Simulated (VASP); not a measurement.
Runs of VASP 6.6.1 on SrO. The structure is that of space group Fm-3m (No. 225), or close to it. The cells are those of the table. 

```csv
cell,pressure (GPa),moment (μB)
"a = 3.586, b = 3.586, c = 3.614 Å, angles 60.3, 60.3, 90.0°, 2 atoms",2.1,0.00
"a = 3.641, b = 3.641, c = 3.626 Å, angles 59.9, 59.9, 90.0°, 2 atoms",-0.1,0.00
"a = 3.550, b = 3.550, c = 3.607 Å, angles 60.5, 60.5, 90.0°, 2 atoms",(a),0.00
"a = 3.604, b = 3.604, c = 3.618 Å, angles 60.1, 60.1, 90.0°, 2 atoms",1.4,0.00
```

Alike in all rows: level PBEsol; potentials or basis VASP PAW PBE potentials, release 64 (Sr_sv, O); k mesh 8 × 8 × 8; smearing gaussian 0.01 eV.

Problem. Estimate the missing entries.

Solution. (a) 3.9.

Caveats: the PAW data sets were made with another functional, which shifts forces and pressure a little; the cell stands under pressure (at least some runs).
